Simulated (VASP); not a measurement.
# Re (Pm-3m) in VASP: single point with RPBE

Aim: the single point of Re with RPBE.

Program: VASP 6.6.1. These are calculated values, not measurements. Logs are shortened: lines on timing, memory, paths and dates and some standing lists are left out, and cuts for length are marked.

### 1 The cell of the first run

The structure is cubic, space group Pm-3m (No. 221). Conventional cell: a = 2.556 Å, b = 2.556 Å, c = 2.556 Å, α = 90.00°, β = 90.00°, γ = 90.00°. Within 3.4 Å of Re (site symmetry m-3m) lie 6 Re at 2.56 Å.

This isn't the form of Re at room conditions, which is hcp.

### 2 Single point, RPBE (16.70 Å³/atom)

File INCAR:

```
PREC = Accurate
ENCUT = 560
EDIFF = 1E-6
ISMEAR = -1
SIGMA = 0.1
LREAL = False
LASPH = True
NELM = 120
ALGO = Normal
ISIF = 2
LWAVE = False
LCHARG = True
GGA = RP
LELF = True
LVHAR = True
NBANDS = 14
GGA_COMPAT = False
```

File KPOINTS:

```
Automatic mesh
0
Gamma
  14 14 14
```

File POSCAR:

```
Re
1.0
    2.5562210020      0.0000000000      0.0000000000
    0.0000000000      2.5562210020      0.0000000000
    0.0000000000      0.0000000000      2.5562210020
Re
1
Direct
    0.0000000000      0.0000000000      0.0000000000
```

Potentials or basis: VASP PAW PBE potentials, release 64 (Re_sv_GW).

Command:

```bash
> cat potpaw_PBE.64/Re_sv_GW/POTCAR > POTCAR
> mpirun -np 1 vasp_std > vasp.out
```

OUTCAR:

```text
PREC = Accurate
   ENCUT = 560
   EDIFF = 1E-6
   ISMEAR = -1
   LREAL = False
   LASPH = True
   NELM = 120
   ISIF = 2
   GGA = RP

 ion  position               nearest neighbor table
   1  0.000  0.000  0.000-

  LATTYP: Found a simple cubic cell.
 ALAT       =     2.5562210020

  Lattice vectors:

 A1 = (   2.5562210020,   0.0000000000,   0.0000000000)
 A2 = (   0.0000000000,   2.5562210020,   0.0000000000)
 A3 = (   0.0000000000,   0.0000000000,   2.5562210020)

Analysis of symmetry for initial positions (statically):
=====================================================================
 Subroutine PRICEL returns:
 Original cell was already a primitive cell.

 Routine SETGRP: Setting up the symmetry group for a
 simple cubic supercell.

 Subroutine GETGRP returns: Found 48 space group operations
 (whereof 48 operations were pure point group operations)
 out of a pool of 48 trial point group operations.

The static configuration has the point symmetry O_h .

Analysis of symmetry for dynamics (positions and initial velocities):
=====================================================================
 Subroutine PRICEL returns:
 Original cell was already a primitive cell.

 Routine SETGRP: Setting up the symmetry group for a
 simple cubic supercell.

 Subroutine GETGRP returns: Found 48 space group operations
 (whereof 48 operations were pure point group operations)
 out of a pool of 48 trial point group operations.

The dynamic configuration has the point symmetry O_h .

 Subroutine INISYM returns: Found 48 space group operations
 (whereof 48 operations are pure point group operations),
 and found     1 'primitive' translations

----------------------------------------------------------------------------------------

                                     Primitive cell

  volume of cell :      16.7030

  direct lattice vectors                    reciprocal lattice vectors
     2.556221002  0.000000000  0.000000000     0.391202482  0.000000000  0.000000000
     0.000000000  2.556221002  0.000000000     0.000000000  0.391202482  0.000000000
     0.000000000  0.000000000  2.556221002     0.000000000  0.000000000  0.391202482

  length of vectors
     2.556221002  2.556221002  2.556221002     0.391202482  0.391202482  0.391202482

  position of ions in fractional coordinates (direct lattice)
     0.000000000  0.000000000  0.000000000

  ion indices of the primitive-cell ions
   primitive index   ion index
                 1           1

----------------------------------------------------------------------------------------

 KPOINTS: Automatic mesh

Automatic generation of k-mesh.
 Grid dimensions read from file:
 generate k-points for:   14   14   14

 Generating k-lattice:

  Cartesian coordinates                     Fractional coordinates (reciprocal lattice)
     0.027943034  0.000000000  0.000000000     0.071428571  0.000000000  0.000000000
     0.000000000  0.027943034  0.000000000     0.000000000  0.071428571  0.000000000
     0.000000000  0.000000000  0.027943034     0.000000000  0.000000000  0.071428571

  Length of vectors
     0.027943034  0.027943034  0.027943034

  Shift w.r.t. Gamma in fractional coordinates (k-lattice)
     0.000000000  0.000000000  0.000000000

 Subroutine IBZKPT returns following result:
 ===========================================

 Found    120 irreducible k-points:

 Following reciprocal coordinates:
            Coordinates               Weight
  0.000000  0.000000  0.000000      1.000000
  0.071429  0.000000  0.000000      6.000000
  0.142857  0.000000  0.000000      6.000000
  0.214286  0.000000  0.000000      6.000000
  0.285714  0.000000  0.000000      6.000000
  0.357143  0.000000  0.000000      6.000000
[... 16 lines left out ...]
  0.285714  0.214286  0.000000     24.000000
  0.357143  0.214286  0.000000     24.000000
 [... further k-points ...]
   k-points           NKPTS =    120   k-points in BZ     NKDIM =    120   number of bands    NBANDS=     14
   number of dos      NEDOS =    301   number of ions     NIONS =      1
   total plane-waves  NPLWV =   8000
   dimension x,y,z NGX =    20 NGY =   20 NGZ =   20
   dimension x,y,z NGXF=    40 NGYF=   40 NGZF=   40
   ions per type =               1
   NGX,Y,Z   is equivalent  to a cutoff of  13.01, 13.01, 13.01 a.u.
   NGXF,Y,Z  is equivalent  to a cutoff of  26.01, 26.01, 26.01 a.u.
 SYSTEM =  unknown system
   PREC   = accura    normal or accurate (medium, high low for compatibility)
   ISTART =      0    job   : 0-new  1-cont  2-samecut
   ICHARG =      2    charge: 1-file 2-atom 10-const
   ISPIN  =      1    spin polarized calculation?
   LNONCOLLINEAR =      F non collinear calculations
   LSORBIT =      F    spin-orbit coupling
   LASPH  =      T    aspherical Exc in radial PAW
   ENCUT  =  560.0 eV  41.16 Ry    6.42 a.u.   4.93  4.93  4.93*2*pi/ulx,y,z
   NELM   =    120;   NELMIN=  2; NELMDL= -5     # of ELM steps
   EDIFF  = 0.1E-05   stopping-criterion for ELM
   LREAL  =      F    real-space projection
   EDIFFG = 0.1E-04   stopping-criterion for IOM
   NSW    =      0    number of steps for IOM
   IBRION =     -1    ionic relax: 0-MD 1-quasi-New 2-CG
   NFREE  =      0    steps in history (QN), initial steepest desc. (CG)
   ISIF   =      2    stress and relaxation
   ISYM   =      2    0-nonsym 1-usesym 2-fastsym
   POTIM  = 0.5000    time-step for ionic-motion
   TEBEG  =    0.0;   TEEND  =   0.0 temperature during run
   PSTRESS=    0.0 pullay stress
   NELECT =      15.0000    total number of electrons
   NUPDOWN=      -1.0000    fix difference up-down
   EMIN   =  10.00;   EMAX   =-10.00  energy-range for DOS
   EFERMI =   0.00;   METHOD = LEGACY
   ISMEAR =    -1;   SIGMA  =   0.10  broadening in eV -4-tet -1-fermi 0-gaus
   EFERMI_NEDOS =   21; number of points for ismear=-14 and -15
   IALGO  =     38    algorithm
   IMIX   =      4    mixing-type and parameters
     AMIX     =   0.40;   BMIX     =  1.00
     AMIX_MAG =   1.60;   BMIX_MAG =  1.00
  volume/ion in A,a.u.               =      16.70       112.72
  Fermi-wavevector in a.u.,A,eV,Ry     =   1.579454  2.984734 33.942093  2.494673
  Thomas-Fermi vector in A             =   2.679830
   LORBIT       =      0    0 simple, 1 ext, 2 COOP (PROOUT), +10 PAW based schemes
   GGA     = RP    functional components
   LHFCALC =     F    Hartree Fock is set to
   AEXX    =    0.0000 exact exchange contribution
   IVDW    =     0    specifies the selected vdW correction
   LEPSILON=     F    determine dielectric tensor
   LRPA    =     F    only Hartree local field effects (RPA)
 non-spin polarized calculation
  energy-cutoff  :      560.00
  volume of cell :       16.70
 maximum number of plane-waves:       516
 NGX is ok and might be reduce to    20
   NGX =  9   NGY =  9   NGZ =  9

 number of electron      14.9999998 magnetization

 Free energy of the ion-electron system (eV)
  ---------------------------------------------------
  ext. energy  EPLUGINS =         0.00000000
  ---------------------------------------------------
  free energy    TOTEN  =       -12.04324591 eV

  energy without entropy =      -12.00469935  energy(sigma->0) =      -12.02397263

 E-fermi :  11.6236     XC(G=0): -13.2673

 val. band max:       11.6035905719   @ k =   0.4286   0.0000   0.0000
 cond. band min:      11.6277856373   @ k =   0.4286   0.4286   0.0714
 fundamental gap:      0.0241950655
 Fermi energy:        11.6235641098

 k-point     1 :       0.0000    0.0000    0.0000
  band No.  band energies     occupation
      1     -68.7811      2.00000
      2     -30.0157      2.00000
      3     -30.0157      2.00000
      4     -30.0157      2.00000
      5       2.2320      2.00000
      6       6.0702      2.00000
      7       6.0702      2.00000
      8      15.2043      0.00000
      9      15.2043      0.00000
     10      15.2043      0.00000
     11      26.7506      0.00000
     12      26.7506      0.00000
     13      26.7506      0.00000
     14      33.1212      0.00000

 k-point     2 :       0.0714    0.0000    0.0000
  band No.  band energies     occupation
      1     -68.7761      2.00000
      2     -30.0836      2.00000
      3     -30.0100      2.00000
      4     -30.0100      2.00000
      5       2.4058      2.00000
      6       6.1126      2.00000
      7       6.2555      2.00000
      8      14.9410      0.00000
      9      14.9410      0.00000
     10      15.2231      0.00000
     11      25.8172      0.00000
     12      27.1139      0.00000
     13      27.1139      0.00000
     14      33.8032      0.00000

 k-point     3 :       0.1429    0.0000    0.0000
  band No.  band energies     occupation
      1     -68.7626      2.00000
      2     -30.2718      2.00000
      3     -29.9941      2.00000
      4     -29.9941      2.00000
      5       2.8808      2.00000
      6       6.2337      2.00000
      7       6.8113      2.00000
      8      14.2741      0.00000
      9      14.2741      0.00000
     10      15.2761      0.00000
     11      23.9925      0.00000
     12      28.0625      0.00000
     13      28.0625      0.00000
     14      31.8110      0.00000
[... 324 lines left out ...]
 k-point    23 :       0.2857    0.2143    0.0000
  band No.  band energies     occupation
      1     -68.6845      2.00000
      2     -30.7650      2.00000
      3     -30.4521      2.00000
      4     -29.9028      2.00000
      5       5.4141      2.00000
      6       7.5973      2.00000
      7       9.3302      2.00000
      8      11.4521      1.69487
      9      12.8643      0.00001
     10      13.8515      0.00000
     11      22.4829      0.00000
     12      25.3692      0.00000
     13      29.7916      0.00000
     14      33.4929      0.00000

 k-point    24 :       0.3571    0.2143    0.0000
  band No.  band energies     occupation
      1     -68.6649      2.00000
      2     -31.0097      2.00000
      3     -30.4248      2.00000
      4     -29.8800      2.00000
      5       5.9882      2.00000
      6       7.6240      2.00000
      7       9.3444      2.00000
      8      12.2647      0.00328
      9      12.4360      0.00059
     10      13.9489      0.00000
     11      21.1644      0.00000
     12      26.3823      0.00000
     13      28.9715      0.00000
     14      34.1384      0.00000

 [... further k-points ...]
[... 5 lines left out ...]
  --------------------------------------------------------------------------------------
  -------------------------------------------------------------------------------------
  Total        0.9306420      0.9306420      0.9306420     -0.0000000     -0.0000000      0.0000000
  in kB       89.2684586     89.2684586     89.2684586     -0.0000000     -0.0000000      0.0000000
  external PRESSURE =      89.2684586 kB  Pullay stress =       0.0000000 kB

 VOLUME and BASIS-vectors are now :
 -----------------------------------------------------------------------------
  energy-cutoff  :      560.00
  volume of cell :       16.70
      direct lattice vectors                 reciprocal lattice vectors
     2.556221002  0.000000000  0.000000000     0.391202482  0.000000000  0.000000000
     0.000000000  2.556221002  0.000000000     0.000000000  0.391202482  0.000000000
     0.000000000  0.000000000  2.556221002     0.000000000  0.000000000  0.391202482

 POSITION                                       TOTAL-FORCE (eV/Angst)
 -----------------------------------------------------------------------------------
      0.00000      0.00000      0.00000         0.000000      0.000000      0.000000
 -----------------------------------------------------------------------------------
    total drift:                               -0.000000      0.000000      0.000000

  FREE ENERGIE OF THE ION-ELECTRON SYSTEM (eV)
  ---------------------------------------------------
  free  energy   TOTEN  =       -12.0432459092 eV

  energy  without entropy=      -12.0046993502  energy(sigma->0) =      -12.02397263
```

It took 18 s on 1 thread of Intel Xeon Platinum 8259CL at 2.50GHz (Skylake/Cascade Lake), shared host; peak memory 0.15 GiB.

Results:

```
Free energy            : -12.0432 eV
Pressure               : 8.9 GPa
Band gap on the k mesh : zero (an odd number of electrons rules out a gap without spin polarisation)
```

Caveat: the cell stands under pressure; the PAW data sets were made with another functional, which shifts forces and pressure a little; spin-orbit coupling is left out, which moves the levels of the heavy elements.

The gap in the log of VASP goes by the Fermi energy; the results here count the filled bands.